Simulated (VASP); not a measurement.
# Al6H in VASP: relaxation of the atoms with PBE+D3(BJ)

Aim: the relaxation of the atoms of Al6H with PBE+D3(BJ).

Program: VASP 6.6.1. These are calculated values, not measurements. Logs are shortened: lines on timing, memory, paths and dates and some standing lists are left out, and cuts for length are marked.

## 1. The cell of the first run

The cell holds a slab with vacuum, 14 atoms: a = 5.632 Å, b = 5.632 Å, c = 23.156 Å, α = 90.00°, β = 90.00°, γ = 120.00°.

## 2. Relaxation of the atoms, PBE+D3(BJ)

File INCAR:

```
PREC     = Accurate       # precision mode
ENCUT    = 520            # plane-wave cutoff, eV
EDIFF    = 1E-7           # SCF threshold, eV
ISMEAR   = 0              # smearing method
SIGMA    = 0.1            # smearing width, eV
LREAL    = F              # projectors in reciprocal space
LASPH    = T              # aspherical terms in the spheres
NELM     = 100            # most SCF steps
ALGO     = Normal         # electronic algorithm
ISIF     = 2              # what is computed and relaxed
LWAVE    = F              # write WAVECAR
LCHARG   = F              # write CHGCAR
LDIPOL   = T            
IDIPOL   = 3            
DIPOL    = 0.5 0.5 0.475
GGA      = PE             # functional
IVDW     = 12             # dispersion correction
IBRION   = 2              # ionic algorithm
NSW      = 100            # ionic steps
EDIFFG   = -0.04          # ionic threshold
```

File KPOINTS:

```
Automatic mesh
0
Gamma
  4 4 1
```

File POSCAR:

```
Al6H
1.0
    5.6324246428      0.0000000000      0.0000000000
   -2.8162123214      4.8778228256      0.0000000000
    0.0000000000      0.0000000000     23.1556554632
Al H
12 2
Selective dynamics
Direct
    0.3333333333      0.1666666667      0.3454879527  F F F
    0.3333333333      0.6666666667      0.3454879527  F F F
    0.8333333333      0.1666666667      0.3454879527  F F F
    0.8333333333      0.6666666667      0.3454879527  F F F
    0.6666666667      0.3333333333      0.4447910252  T T T
    0.6666666667      0.8333333333      0.4447910252  T T T
    0.1666666667      0.3333333333      0.4447910252  T T T
    0.1666666667      0.8333333333      0.4447910252  T T T
    0.0000000000      0.5000000000      0.5440940976  T T T
    0.0000000000      0.0000000000      0.5440940976  T T T
    0.5000000000      0.5000000000      0.5440940976  T T T
    0.5000000000      0.0000000000      0.5440940976  T T T
    0.0000000000      0.0000000000      0.6421263041  T T T
    0.0316945113     -0.0690282848      0.6661722657  T T T
```

Potentials or basis: VASP PAW PBE potentials, release 64 (Al, H).

Started as:

```console
> cat potpaw_PBE.64/Al/POTCAR potpaw_PBE.64/H/POTCAR > POTCAR
> mpirun -np 1 vasp_std > vasp.out
```

OUTCAR:

```text
PREC = Accurate
   ENCUT = 520
   EDIFF = 1E-7
   ISMEAR = 0
   LREAL = F
   LASPH = T
   NELM = 100
   ISIF = 2
   GGA = PE
   IVDW = 12
   IBRION = 2
   NSW = 100
   EDIFFG = -0.04
 IVDW          = 12

 ion  position               nearest neighbor table
   1  0.333  0.167  0.345-   3 2.82   3 2.82   4 2.82   2 2.82   2 2.82   4 2.82   7 2.82   5 2.82
                             8 2.82
   2  0.333  0.667  0.345-   4 2.82   4 2.82   1 2.82   1 2.82   3 2.82   3 2.82   8 2.82   6 2.82
                             7 2.82
   3  0.833  0.167  0.345-   1 2.82   1 2.82   4 2.82   4 2.82   2 2.82   2 2.82   5 2.82   7 2.82
                             6 2.82
   4  0.833  0.667  0.345-   2 2.82   2 2.82   3 2.82   3 2.82   1 2.82   1 2.82   6 2.82   8 2.82
                             5 2.82
   5  0.667  0.333  0.445-   9 2.82  12 2.82  11 2.82   7 2.82   7 2.82   6 2.82   6 2.82   8 2.82
                             8 2.82   3 2.82   1 2.82   4 2.82
   6  0.667  0.833  0.445-  10 2.82  11 2.82  12 2.82   8 2.82   8 2.82   7 2.82   5 2.82   5 2.82
                             7 2.82   4 2.82   2 2.82   3 2.82
   7  0.167  0.333  0.445-  11 2.82  10 2.82   9 2.82   5 2.82   5 2.82   6 2.82   8 2.82   8 2.82
                             6 2.82   1 2.82   3 2.82   2 2.82
   8  0.167  0.833  0.445-  12 2.82   9 2.82  10 2.82   6 2.82   6 2.82   5 2.82   7 2.82   7 2.82
                             5 2.82   2 2.82   4 2.82   1 2.82
   9  0.000  0.500  0.544-   5 2.82   8 2.82   7 2.82  11 2.82  11 2.82  12 2.82  10 2.82  10 2.82
                            12 2.82
  10  0.000  0.000  0.544-   6 2.82   7 2.82   8 2.82  12 2.82  12 2.82   9 2.82   9 2.82  11 2.82
                            11 2.82
  11  0.500  0.500  0.544-   7 2.82   6 2.82   5 2.82   9 2.82   9 2.82  12 2.82  12 2.82  10 2.82
                            10 2.82
  12  0.500  0.000  0.544-   8 2.82   5 2.82   6 2.82  10 2.82  10 2.82  11 2.82  11 2.82   9 2.82
                             9 2.82
  13  0.000  0.000  0.642-  14 0.75
  14  0.032  0.931  0.666-  13 0.75

  LATTYP: Found a hexagonal cell.
 ALAT       =     5.6324246428
 C/A-ratio  =     4.1111345347

  Lattice vectors:

 A1 = (   5.6324246428,   0.0000000000,   0.0000000000)
 A2 = (  -2.8162123214,   4.8778228256,   0.0000000000)
 A3 = (   0.0000000000,   0.0000000000,  23.1556554632)

Analysis of symmetry for initial positions (statically):
=====================================================================
 Subroutine PRICEL returns:
 Original cell was already a primitive cell.

 Routine SETGRP: Setting up the symmetry group for a
 hexagonal supercell.

 Subroutine GETGRP returns: Found  1 space group operations
 (whereof  1 operations were pure point group operations)
 out of a pool of 24 trial point group operations.

The static configuration has the point symmetry C_1 .

Analysis of symmetry for dynamics (positions and initial velocities):
=====================================================================
 Subroutine PRICEL returns:
 Original cell was already a primitive cell.

 Routine SETGRP: Setting up the symmetry group for a
 hexagonal supercell.

 Subroutine GETGRP returns: Found  1 space group operations
 (whereof  1 operations were pure point group operations)
 out of a pool of 24 trial point group operations.

The dynamic configuration has the point symmetry C_1 .

Analysis of constrained symmetry for selective dynamics:
=====================================================================
 Subroutine PRICEL returns:
 Original cell was already a primitive cell.

 Routine SETGRP: Setting up the symmetry group for a
 hexagonal supercell.

 Subroutine GETGRP returns: Found  1 space group operations
 (whereof  1 operations were pure point group operations)
 out of a pool of 24 trial point group operations.

The constrained configuration has the point symmetry C_1 .

 Subroutine INISYM returns: Found  1 space group operations
 (whereof  1 operations are pure point group operations),
 and found     1 'primitive' translations

----------------------------------------------------------------------------------------

                                     Primitive cell

  volume of cell :     636.1778

  direct lattice vectors                    reciprocal lattice vectors
[... 60 lines left out ...]

 Subroutine IBZKPT returns following result:
 ===========================================

 Found     10 irreducible k-points:

 Following reciprocal coordinates:
            Coordinates               Weight
  0.000000  0.000000  0.000000      1.000000
  0.250000  0.000000  0.000000      2.000000
  0.000000  0.250000  0.000000      2.000000
 -0.250000  0.250000  0.000000      2.000000
  0.500000  0.000000  0.000000      1.000000
  0.000000  0.500000  0.000000      1.000000
  0.500000  0.500000  0.000000      1.000000
  0.250000  0.250000  0.000000      2.000000
 -0.250000  0.500000  0.000000      2.000000
  0.500000  0.250000  0.000000      2.000000
   k-points           NKPTS =     10   k-points in BZ     NKDIM =     10   number of bands    NBANDS=     27
   number of dos      NEDOS =    301   number of ions     NIONS =     14
   total plane-waves  NPLWV = 317520
   dimension x,y,z NGX =    42 NGY =   42 NGZ =  180
   dimension x,y,z NGXF=    84 NGYF=   84 NGZF=  360
   ions per type =              12   2
   NGX,Y,Z   is equivalent  to a cutoff of  12.40, 12.40, 12.92 a.u.
   NGXF,Y,Z  is equivalent  to a cutoff of  24.79, 24.79, 25.85 a.u.
 SYSTEM =  unknown system
   PREC   = accura    normal or accurate (medium, high low for compatibility)
   ISTART =      0    job   : 0-new  1-cont  2-samecut
   ICHARG =      2    charge: 1-file 2-atom 10-const
   ISPIN  =      1    spin polarized calculation?
   LNONCOLLINEAR =      F non collinear calculations
   LSORBIT =      F    spin-orbit coupling
   LASPH  =      T    aspherical Exc in radial PAW
   ENCUT  =  520.0 eV  38.22 Ry    6.18 a.u.  10.47 10.47 43.05*2*pi/ulx,y,z
   NELM   =    100;   NELMIN=  2; NELMDL= -5     # of ELM steps
   EDIFF  = 0.1E-06   stopping-criterion for ELM
   LREAL  =      F    real-space projection
   EDIFFG = -.4E-01   stopping-criterion for IOM
   NSW    =    100    number of steps for IOM
   IBRION =      2    ionic relax: 0-MD 1-quasi-New 2-CG
   NFREE  =      1    steps in history (QN), initial steepest desc. (CG)
   ISIF   =      2    stress and relaxation
   ISYM   =      2    0-nonsym 1-usesym 2-fastsym
   POTIM  = 0.5000    time-step for ionic-motion
   TEBEG  =    0.0;   TEEND  =   0.0 temperature during run
   PSTRESS=    0.0 pullay stress
   NELECT =      38.0000    total number of electrons
   NUPDOWN=      -1.0000    fix difference up-down
   EMIN   =  10.00;   EMAX   =-10.00  energy-range for DOS
   EFERMI =   0.00;   METHOD = LEGACY
   ISMEAR =     0;   SIGMA  =   0.10  broadening in eV -4-tet -1-fermi 0-gaus
   EFERMI_NEDOS =   21; number of points for ismear=-14 and -15
   IALGO  =     38    algorithm
   IMIX   =      4    mixing-type and parameters
     AMIX     =   0.40;   BMIX     =  1.00
     AMIX_MAG =   1.60;   BMIX_MAG =  1.00
  volume/ion in A,a.u.               =      45.44       306.65
  Fermi-wavevector in a.u.,A,eV,Ry     =   0.639946  1.209322  5.572003  0.409531
  Thomas-Fermi vector in A             =   1.705790
   LORBIT       =      0    0 simple, 1 ext, 2 COOP (PROOUT), +10 PAW based schemes
   GGA     = PE    functional components
   LHFCALC =     F    Hartree Fock is set to
   AEXX    =    0.0000 exact exchange contribution
   IVDW    =    12    specifies the selected vdW correction
   LEPSILON=     F    determine dielectric tensor
   LRPA    =     F    only Hartree local field effects (RPA)
 conjugate gradient relaxation of ions
 non-spin polarized calculation
 Gauss-broadening in eV      SIGMA  =   0.10
  energy-cutoff  :      520.00
  volume of cell :      636.18
 maximum number of plane-waves:     17142
 NGX is ok and might be reduce to    42
   NGX = 21   NGY = 21   NGZ = 87

--------------------------------------- Ionic step        1  -------------------------------------------

 number of electron      38.0000000 magnetization

 Free energy of the ion-electron system (eV)
  ---------------------------------------------------
  ext. energy  EPLUGINS =         0.00000000
  ---------------------------------------------------
  free energy    TOTEN  =       -48.99957205 eV

  energy without entropy =      -48.97751219  energy(sigma->0) =      -48.98854212

------------------------ aborting loop because EDIFF is reached ----------------------------------------

 Edisp (eV)   -2.93286

 E8    (eV) :    -1.3573
[... 141 lines left out ...]
  FREE ENERGIE OF THE ION-ELECTRON SYSTEM (eV)
  ---------------------------------------------------
  free  energy   TOTEN  =       -51.9384997798 eV

  energy  without entropy=      -51.9167474821  energy(sigma->0) =      -51.92762363

 dipolmoment           0.000000      0.000000      0.007318 electrons x Angstroem

 vacuum level on the upper side and lower side of the slab       (xc-potential included)        -0.042         0.013

[... ionic steps 4 to 37 ...]

--------------------------------------- Ionic step       38  -------------------------------------------

 number of electron      38.0000000 magnetization

------------------------ aborting loop because EDIFF is reached ----------------------------------------
[... 99 lines left out ...]
--------------------------------------- Ionic step       40  -------------------------------------------

 number of electron      38.0000000 magnetization

 dipolmoment           0.000000      0.000000     -0.007161 electrons x Angstroem

 Free energy of the ion-electron system (eV)
  ---------------------------------------------------
  ext. energy  EPLUGINS =         0.00000000
  ---------------------------------------------------
  free energy    TOTEN  =       -49.12760771 eV

  energy without entropy =      -49.10634601  energy(sigma->0) =      -49.11697686

 E-fermi :  -0.0697     XC(G=0):  -4.1074

 val. band max:       -0.2304377847   @ k =   0.0000   0.5000   0.0000
 cond. band min:      -0.0429476821   @ k =   0.0000   0.2500   0.0000
 fundamental gap:      0.1874901026
 Fermi energy:        -0.0696965889

 k-point     1 :       0.0000    0.0000    0.0000
  band No.  band energies     occupation
      1     -10.8850      2.00000
      2      -9.2049      2.00000
      3      -6.8476      2.00000
      4      -6.3419      2.00000
      5      -4.8657      2.00000
      6      -4.8614      2.00000
[... 289 lines left out ...]
     26       2.2231      0.00000
     27       2.7456      0.00000

------------------------ aborting loop because EDIFF is reached ----------------------------------------

 vacuum level on the upper side and lower side of the slab       (xc-potential included)        -0.162        -0.103

 Edisp (eV)   -2.90875

 E8    (eV) :    -1.3492

  FORCE on cell =-STRESS in cart. coord.  units (eV):
  Direction    XX          YY          ZZ          XY          YZ          ZX
  --------------------------------------------------------------------------------------
  -------------------------------------------------------------------------------------
  Total      -2.21881    -2.20420    -0.11958     0.00733     0.07688    -0.08398
  in kB      -5.58795    -5.55116    -0.30116     0.01845     0.19361    -0.21149
  external pressure =       -3.81 kB  Pullay stress =        0.00 kB
[... 29 lines left out ...]
  FREE ENERGIE OF THE ION-ELECTRON SYSTEM (eV)
  ---------------------------------------------------
  free  energy   TOTEN  =       -52.0363597965 eV

  energy  without entropy=      -52.0150980950  energy(sigma->0) =      -52.02572895

 reached required accuracy - stopping structural energy minimisation

 vacuum level on the upper side and lower side of the slab         3.618         3.678
```

Run time: 1.6 h. Hardware: 1 thread of Intel Xeon 6975P-C (Granite Rapids), shared host; peak memory 0.79 GiB.

What came out:

```yaml
Free_energy: -52.0364 eV
Energy_gained_by_relaxing: 7.4 meV/atom
Ionic_steps: 40
Band_gap_on_the_k_mesh: zero (bands 19 and 20 overlap by 0.70 eV)
Dispersion_energy_per_atom: -0.208 eV
```

The path:
| step | energy change (eV) | largest force on free atoms (eV/Å) | pressure (GPa) |
| --- | --- | --- | --- |
| 1 | 0.0000 | 0.4289 | -0.33 |
| 2 | -0.0052 | 0.6662 | -0.36 |
| 3 | -0.0061 | 0.4777 | -0.35 |
| 4 | -0.0137 | 0.4214 | -0.33 |
| 5 | -0.0286 | 0.2583 | -0.27 |
| 6 | -0.0219 | 0.4723 | -0.14 |
| 7 | -0.0318 | 0.1682 | -0.23 |
| 8 | -0.0380 | 0.1648 | -0.22 |
| 9 | -0.0452 | 0.3551 | -0.20 |
| 10 | -0.0481 | 0.1450 | -0.22 |
| 11 | -0.0483 | 0.2258 | -0.23 |
| 12 | -0.0512 | 0.2177 | -0.23 |
| 13 | -0.0582 | 0.1975 | -0.23 |
| 14 | -0.0656 | 0.1667 | -0.23 |
| 15 | -0.0661 | 0.2023 | -0.23 |
| 16 | -0.0714 | 0.2523 | -0.21 |
| 17 | -0.0727 | 0.5178 | -0.20 |
| 18 | -0.0749 | 0.4838 | -0.20 |
| 19 | -0.0804 | 0.3827 | -0.21 |
| 20 | -0.0876 | 0.1814 | -0.22 |
| 21 | -0.0851 | 0.2592 | -0.23 |
| 22 | -0.0893 | 0.1057 | -0.22 |
| 23 | -0.0900 | 0.1012 | -0.23 |
| 24 | -0.0921 | 0.0878 | -0.25 |
| 25 | -0.0950 | 0.1731 | -0.28 |
| 26 | -0.0962 | 0.3502 | -0.34 |
| 27 | -0.0965 | 0.2964 | -0.32 |
| 28 | -0.0972 | 0.2350 | -0.32 |
| 29 | -0.0987 | 0.0951 | -0.33 |
| 30 | -0.0972 | 0.3828 | -0.33 |
| 31 | -0.0988 | 0.1017 | -0.33 |
| 32 | -0.0993 | 0.0947 | -0.33 |
| 33 | -0.1004 | 0.0736 | -0.34 |
| 34 | -0.1020 | 0.0657 | -0.36 |
| 35 | -0.1027 | 0.0651 | -0.39 |
| 36 | -0.1029 | 0.0576 | -0.38 |
| 37 | -0.1032 | 0.0741 | -0.39 |
| 38 | -0.1032 | 0.0962 | -0.39 |
| 39 | -0.1034 | 0.0808 | -0.39 |
| 40 | -0.1039 | 0.0355 | -0.38 |

Final structure:
```xyz
14
Lattice="5.6324 0.0000 0.0000 -2.8162 4.8778 0.0000 0.0000 0.0000 23.1557" Properties=species:S:1:pos:R:3 pbc="T T T"
Al    1.4081    0.8130    8.0000
Al    0.0000    3.2519    8.0000
Al    4.2243    0.8130    8.0000
Al    2.8162    3.2519    8.0000
Al    2.8218    1.6207   10.3007
Al    1.4138    4.0592   10.2966
Al    0.0060    1.6206   10.2970
Al   -1.4022    4.0594   10.2956
Al   -1.3985    2.4300   12.5965
Al   -2.8057    4.8680   12.5808
Al    1.4181    2.4297   12.5967
Al    0.0095    4.8685   12.5965
H     5.5539    0.0738   15.5285
H    -2.4371    4.5340   15.9582
```

The gap in the log of VASP goes by the Fermi energy; the results here count the filled bands.